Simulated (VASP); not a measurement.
Runs of VASP 6.6.1 on Al3GaN4. The structure is that of space group P-43m (No. 215), or close to it. The cells are those of the table. 

```csv
cell,gap on the mesh (eV),pressure (GPa),largest force (eV/Å)
"a = 4.049, b = 4.049, c = 4.225 Å, 8 atoms",(a),64.9,0.23
"a = 4.225, b = 4.225, c = 4.049 Å, 8 atoms",(c),47.4,0.18
"a = 4.577 Å, 8 atoms",3.13,-19.4,0.06
"a = 4.753 Å, 8 atoms",2.26,-30.2,0.09
"a = 4.049 Å, 8 atoms",4.19,85.2,0.28
"a = 4.225 Å, 8 atoms",4.11,(b),0.14
```

Alike in all rows: task single point; level r2SCAN; potentials or basis VASP PAW PBE potentials, release 64 (Al, Ga_d, N); no spin polarisation; k mesh 6 × 6 × 6; cutoff (eV) 520; smearing gaussian 0.05 eV.

Q: Fill in the values left out.

A: (a) 3.98; (b) 32.5; (c) 3.87.

Caveats: the PAW data sets were made with another functional, which shifts forces and pressure a little; the cell stands under pressure (at least some runs); the cell stands under tension (at least some runs); the stress differs along the axes, from 61 to 67 GPa (at least some runs).

A k mesh can miss the band edges, and the runs leave out spin-orbit coupling on Ga.
